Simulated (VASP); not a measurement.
# ZnO (P6_3mc) in VASP: elastic constants with LDA

Aim: the elastic constants of ZnO with LDA.

Everything below comes from runs of VASP 6.6.1. Logs are shortened: lines on timing, memory, paths and dates and some standing lists are left out, and cuts for length are marked.

## Step 1: The cell of the first run

The structure is hexagonal, space group P6_3mc (No. 186). The conventional cell has a = 3.104 Å, b = 3.104 Å, c = 5.024 Å, α = 90.00°, β = 90.00°, γ = 120.00°. Within 2.5 Å of Zn (site symmetry 3m) lie 4 O at 1.89 to 1.90 Å. Within 2.5 Å of O (site symmetry 3m) lie 4 Zn at 1.89 to 1.90 Å.

## Step 2: Elastic constants, LDA

Input file INCAR:

```
PREC = Accurate ; ENCUT = 600
EDIFF = 1E-8 ; ISMEAR = 0
SIGMA = 0.01 ; LREAL = F
LASPH = T ; NELM = 60
ALGO = Normal ; ISIF = 3
LWAVE = F ; LCHARG = F
NBANDS = 26 ; IBRION = 6
NFREE = 2 ; POTIM = 0.015
NSW = 1
```

Input file KPOINTS:

```
Automatic mesh
0
Gamma
  8 8 4
```

Input file POSCAR:

```
ZnO
1.0
    3.1038865696      0.0000000000      0.0000000000
   -1.5519432848      2.6880446197      0.0000000000
    0.0000000000      0.0000000000      5.0235668388
Zn O
2 2
Direct
    0.3333333333      0.6666666667      0.5005385473
    0.6666666667      0.3333333333      0.0005385473
    0.6666666667      0.3333333333      0.3784714527
    0.3333333333      0.6666666667      0.8784714527
```

Potentials or basis: VASP PAW LDA potentials, release 64 (Zn, O).

Started as:

```sh
cat potpaw_LDA.64/Zn/POTCAR potpaw_LDA.64/O/POTCAR > POTCAR
mpirun -np 1 vasp_std > vasp.out
```

OUTCAR:

```text
PREC = Accurate
   ENCUT = 600
   EDIFF = 1E-8
   ISMEAR = 0
   LREAL = F
   LASPH = T
   NELM = 60
   ISIF = 3
   IBRION = 6
   NFREE = 2
   POTIM = 0.015
   NSW = 1

 ion  position               nearest neighbor table
   1  0.333  0.667  0.501-   3 1.89   3 1.89   3 1.89   4 1.90
   2  0.667  0.333  0.001-   4 1.89   4 1.89   4 1.89   3 1.90
   3  0.667  0.333  0.378-   1 1.89   1 1.89   1 1.89   2 1.90
   4  0.333  0.667  0.878-   2 1.89   2 1.89   2 1.89   1 1.90

  LATTYP: Found a hexagonal cell.
 ALAT       =     3.1038865696
 C/A-ratio  =     1.6184762961

  Lattice vectors:

 A1 = (   3.1038865696,   0.0000000000,   0.0000000000)
 A2 = (  -1.5519432848,   2.6880446197,   0.0000000000)
 A3 = (   0.0000000000,   0.0000000000,   5.0235668388)

Analysis of symmetry for initial positions (statically):
=====================================================================
 Subroutine PRICEL returns:
 Original cell was already a primitive cell.

 Routine SETGRP: Setting up the symmetry group for a
 hexagonal supercell.

 Subroutine GETGRP returns: Found 12 space group operations
 (whereof  6 operations were pure point group operations)
 out of a pool of 24 trial point group operations.

The static configuration has the point symmetry C_3v.
 The point group associated with its full space group is C_6v.

Analysis of symmetry for dynamics (positions and initial velocities):
=====================================================================
 Subroutine PRICEL returns:
 Original cell was already a primitive cell.

 Routine SETGRP: Setting up the symmetry group for a
 hexagonal supercell.

 Subroutine GETGRP returns: Found 12 space group operations
 (whereof  6 operations were pure point group operations)
 out of a pool of 24 trial point group operations.

The dynamic configuration has the point symmetry C_3v.
 The point group associated with its full space group is C_6v.

 Subroutine INISYM returns: Found 12 space group operations
 (whereof  6 operations are pure point group operations),
 and found     1 'primitive' translations

----------------------------------------------------------------------------------------

                                     Primitive cell

  volume of cell :      41.9136

  direct lattice vectors                    reciprocal lattice vectors
     3.103886570  0.000000000  0.000000000     0.322176722  0.186008817  0.000000000
    -1.551943285  2.688044620  0.000000000     0.000000000  0.372017634  0.000000000
     0.000000000  0.000000000  5.023566839     0.000000000  0.000000000  0.199061749

  length of vectors
     3.103886570  3.103886570  5.023566839     0.372017634  0.372017634  0.199061749

  position of ions in fractional coordinates (direct lattice)
     0.333333333  0.666666667  0.500538547
     0.666666667  0.333333333  0.000538547
     0.666666667  0.333333333  0.378471453
     0.333333333  0.666666667  0.878471453

  ion indices of the primitive-cell ions
   primitive index   ion index
                 1           1
                 2           2
                 3           3
                 4           4

----------------------------------------------------------------------------------------

 KPOINTS: Automatic mesh

Automatic generation of k-mesh.
 Grid dimensions read from file:
 generate k-points for:    8    8    4

 Generating k-lattice:

  Cartesian coordinates                     Fractional coordinates (reciprocal lattice)
     0.040272090  0.023251102  0.000000000     0.125000000  0.000000000  0.000000000
     0.000000000  0.046502204  0.000000000     0.000000000  0.125000000  0.000000000
     0.000000000  0.000000000  0.049765437     0.000000000  0.000000000  0.250000000

  Length of vectors
     0.046502204  0.046502204  0.049765437

  Shift w.r.t. Gamma in fractional coordinates (k-lattice)
     0.000000000  0.000000000  0.000000000

 Subroutine IBZKPT returns following result:
 ===========================================

 Found     30 irreducible k-points:

 Following reciprocal coordinates:
            Coordinates               Weight
[... 54 lines left out ...]
   NELECT =      36.0000    total number of electrons
   NUPDOWN=      -1.0000    fix difference up-down
   EMIN   =  10.00;   EMAX   =-10.00  energy-range for DOS
   EFERMI =   0.00;   METHOD = LEGACY
   ISMEAR =     0;   SIGMA  =   0.01  broadening in eV -4-tet -1-fermi 0-gaus
   EFERMI_NEDOS =   21; number of points for ismear=-14 and -15
   IALGO  =     38    algorithm
   IMIX   =      4    mixing-type and parameters
     AMIX     =   0.40;   BMIX     =  1.00
     AMIX_MAG =   1.60;   BMIX_MAG =  1.00
  volume/ion in A,a.u.               =      10.48        70.71
  Fermi-wavevector in a.u.,A,eV,Ry     =   1.556172  2.940738 32.948823  2.421670
  Thomas-Fermi vector in A             =   2.660006
   LORBIT       =      0    0 simple, 1 ext, 2 COOP (PROOUT), +10 PAW based schemes
   GGA     = CA    functional components
   LHFCALC =     F    Hartree Fock is set to
   AEXX    =    0.0000 exact exchange contribution
   IVDW    =     0    specifies the selected vdW correction
   LEPSILON=     F    determine dielectric tensor
   LRPA    =     F    only Hartree local field effects (RPA)
 finite differences with symmetry
 non-spin polarized calculation
 Gauss-broadening in eV      SIGMA  =   0.01
  energy-cutoff  :      600.00
  volume of cell :       41.91
 maximum number of plane-waves:      1412
 NGX is ok and might be reduce to    28
   NGX = 13   NGY = 13   NGZ = 21

--------------------------------------- Ionic step        1  -------------------------------------------

 number of electron      36.0000020 magnetization

 Free energy of the ion-electron system (eV)
  ---------------------------------------------------
  ext. energy  EPLUGINS =         0.00000000
  ---------------------------------------------------
  free energy    TOTEN  =       -20.97603897 eV

  energy without entropy =      -20.97603897  energy(sigma->0) =      -20.97603897

------------------------ aborting loop because EDIFF is reached ----------------------------------------

  FORCE on cell =-STRESS in cart. coord.  units (eV):
  Direction    XX          YY          ZZ          XY          YZ          ZX
  --------------------------------------------------------------------------------------
  -------------------------------------------------------------------------------------
  Total        4.3466089      4.3466089      4.3515811      0.0000000     -0.0000000      0.0000000
  in kB      166.1524120    166.1524120    166.3424754      0.0000000     -0.0000000      0.0000000
  external PRESSURE =     166.2157665 kB  Pullay stress =       0.0000000 kB
[... 95 lines left out ...]
  FREE ENERGIE OF THE ION-ELECTRON SYSTEM (eV)
  ---------------------------------------------------
  free  energy   TOTEN  =       -20.8982251867 eV

  energy  without entropy=      -20.8982251867  energy(sigma->0) =      -20.89822519

[... ionic steps 4 to 18 ...]

--------------------------------------- Ionic step       19  -------------------------------------------

 number of electron      36.0000020 magnetization

------------------------ aborting loop because EDIFF is reached ----------------------------------------
[... 71 lines left out ...]
--------------------------------------- Ionic step       21  -------------------------------------------

 number of electron      36.0000020 magnetization

 Free energy of the ion-electron system (eV)
  ---------------------------------------------------
  ext. energy  EPLUGINS =         0.00000000
  ---------------------------------------------------
  free energy    TOTEN  =       -20.97417372 eV

  energy without entropy =      -20.97417372  energy(sigma->0) =      -20.97417372

 E-fermi :   2.2538     XC(G=0): -12.1540

 val. band max:        2.1562727648   @ k =   0.0000   0.0000   0.0000
 cond. band min:       3.0920228223   @ k =   0.0000   0.0000   0.0000
 fundamental gap:      0.9357500575
 Fermi energy:         2.2538401955

 k-point     1 :       0.0000    0.0000    0.0000
  band No.  band energies     occupation
      1     -16.7931      2.00000
      2     -15.8092      2.00000
      3      -4.6698      2.00000
      4      -4.3380      2.00000
      5      -4.3380      2.00000
      6      -4.3279      2.00000
[... 685 lines left out ...]
     25      16.3776      0.00000
     26      16.5020      0.00000

 [... further k-points ...]
[... 5 lines left out ...]
  --------------------------------------------------------------------------------------
  -------------------------------------------------------------------------------------
  Total        4.2255030      4.2255030      4.5979701     -0.0000000     -0.0000000      0.0000000
  in kB      161.5230457    161.5230457    175.7608839     -0.0000000     -0.0000000      0.0000000
  external PRESSURE =     166.2689918 kB  Pullay stress =       0.0000000 kB
[... 19 lines left out ...]
  FREE ENERGIE OF THE ION-ELECTRON SYSTEM (eV)
  ---------------------------------------------------
  free  energy   TOTEN  =       -20.9741737226 eV

  energy  without entropy=      -20.9741737226  energy(sigma->0) =      -20.97417372

 INTERNAL STRAIN TENSORS FROM STRAINED CELLS
 ============================================

 INTERNAL STRAIN TENSOR FOR ION    1 for displacements in x,y,z  (eV/Angst):
          X           Y           Z          XY          YZ          ZX
  --------------------------------------------------------------------------------
  x     0.00000     0.00000     0.00000   -12.34318     0.00000    -7.94442
  y   -12.36185    12.37239    -0.00000    -0.00006    -7.94168    -0.00006
  z    -8.09367    -8.09885    15.85854    -0.00015    -0.00074    -0.00000

 INTERNAL STRAIN TENSORS FROM DISPLACED ATOMS
 ============================================

 INTERNAL STRAIN TENSOR FOR ION    1 for displacements in x,y,z  (eV/Angst):
          X           Y           Z          XY          YZ          ZX
  --------------------------------------------------------------------------------
  x    -0.00000     0.00000     0.00000   -12.33076     0.00000    -7.94478
  y   -12.33076    12.33076     0.00000     0.00000    -7.94478     0.00000
  z    -8.06626    -8.06626    15.79281     0.00000     0.00000     0.00000

 INTERNAL STRAIN TENSOR FOR ION    4 for displacements in x,y,z  (eV/Angst):
          X           Y           Z          XY          YZ          ZX
  --------------------------------------------------------------------------------
  x     0.00000     0.00000     0.00000   -13.27074     0.00000     7.94643
  y   -13.27074    13.27074     0.00000     0.00000     7.94643     0.00000
  z     8.07436     8.07436   -15.78942     0.00000    -0.00000     0.00000

 Eigenvectors and eigenvalues of the dynamical matrix
 ----------------------------------------------------

   1 f  =   18.815356 THz   118.220370 2PiTHz  627.612727 cm-1    77.814026 meV
             X         Y         Z           dx          dy          dz
     -0.000000  1.792030  2.514489    -0.000000   -0.000000   -0.139602
      1.551943  0.896015  0.002705     0.000000    0.000000    0.139602
      1.551943  0.896015  1.901277     0.000000    0.000000   -0.693189
     -0.000000  1.792030  4.413060    -0.000000   -0.000000    0.693189
[... 71 lines left out ...]
  12 f/i=    0.009584 THz     0.060220 2PiTHz    0.319699 cm-1     0.039638 meV
             X         Y         Z           dx          dy          dz
     -0.000000  1.792030  2.514489     0.000000   -0.000000    0.633591
      1.551943  0.896015  0.002705     0.000000   -0.000000    0.633591
      1.551943  0.896015  1.901277     0.000000   -0.000000    0.313947
     -0.000000  1.792030  4.413060     0.000000   -0.000000    0.313947

--------------------------------------------------------------------------------------------------------

 ELASTIC MODULI CONTR FROM IONIC RELAXATION (kBar)
 Direction    XX          YY          ZZ          XY          YZ          ZX
 --------------------------------------------------------------------------------
 XX       -1488.1582    535.6978    931.8361      0.0000     -0.0000     -0.0000
 YY         535.6978  -1488.1582    931.8361     -0.0000      0.0000      0.0000
 ZZ         931.8361    931.8361  -1823.3166      0.0000     -0.0000     -0.0000
 XY           0.0000     -0.0000      0.0000  -1011.9280     -0.0000     -0.0000
 YZ          -0.0000      0.0000     -0.0000     -0.0000   -432.0315     -0.0000
 ZX          -0.0000      0.0000     -0.0000      0.0000     -0.0000   -432.0314
 --------------------------------------------------------------------------------

 TOTAL ELASTIC MODULI (kBar)
 Direction    XX          YY          ZZ          XY          YZ          ZX
 --------------------------------------------------------------------------------
 XX        2503.6256   2023.9096   1905.0504      0.0000     -0.0000     -0.0000
 YY        2023.9096   2503.6256   1905.0504     -0.0000      0.0000      0.0000
 ZZ        1905.0504   1905.0504   2717.0590      0.0000     -0.0000     -0.0000
 XY           0.0000     -0.0000      0.0000    239.8580     -0.0000     -0.0000
 YZ          -0.0000      0.0000     -0.0000     -0.0000    236.6346     -0.0000
 ZX          -0.0000      0.0000     -0.0000      0.0000     -0.0000    236.6346
 --------------------------------------------------------------------------------
```

It took 9.4 min on 1 thread of Intel Xeon 6975P-C (Granite Rapids), shared host; peak memory 0.35 GiB.

Results:

```
Voigt bulk modulus                                      : 215 GPa
Highest phonon frequency at Γ, LO-TO splitting left out : 628 cm⁻¹
```

Phonon frequencies in cm⁻¹ (negative: imaginary):
```
              q point                              frequencies
(0.000, 0.000, 0.000)  0 0 0 68 68 283 470 486 486 524 524 628
```

Elastic tensor in Voigt notation (GPa, in the Cartesian axes of the cell as first typed):
```
250 202 191   0   0   0
202 250 191   0   0   0
191 191 272   0   0   0
  0   0   0  24   0   0
  0   0   0   0  24   0
  0   0   0   0   0  24
```

Clamped-ion elastic tensor (GPa):
```
399 149  97   0   0   0
149 399  97   0   0   0
 97  97 454   0   0   0
  0   0   0  67   0   0
  0   0   0   0  67   0
  0   0   0   0   0 125
```

Caveat: the cell is under stress, which shifts elastic constants.
